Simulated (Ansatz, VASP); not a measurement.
Two plane-wave programs on Cs3KSb

```
K Cs Sb
1.0
     6.00775    0.00000    0.00000
     0.00000    6.00775    0.00000
     0.00000    0.00000   10.40975
K Cs Sb
1 3 1
Direct
  0.00000 0.00000 0.78902
  0.50000 0.50000 0.03529
  0.00000 0.50000 0.47346
  0.50000 0.00000 0.47346
  0.50000 0.50000 0.68877
```

Alike in both runs: functional PBE; k mesh 6 × 6 × 4; occupations gaussian, width 0.1 eV; no spin polarisation.

Ansatz relaxed the structure, and its values are those at the end. VASP's run is a single point on that final structure, the one shown.

```csv
,VASP,Ansatz
version,VASP 6.6.1,Ansatz 0.2.0
potentials or method,"VASP PAW PBE potentials, release 64 (K_sv, Cs_sv, Sb), cutoff 520 eV","scalar-relativistic, plane waves, PAW"
valence electrons in the cell,41,51
```

Ansatz gave:

* gap on the k mesh at the Fermi level (eV): none
* pressure (GPa): 0.0
* rms of the force components (eV/Å): 0.000

Question: Which values does VASP return?

Answer: gap on the k mesh at the Fermi level (eV): none; pressure (GPa): 0.0; rms of the force components (eV/Å): 0.004.

A gap of «none» marks a metal or a gap that the smearing closes. VASP's potentials hold 41 valence electrons a cell and Ansatz's 51, so a difference there can come from the potentials and not from the codes.

Spin-orbit coupling is off throughout.
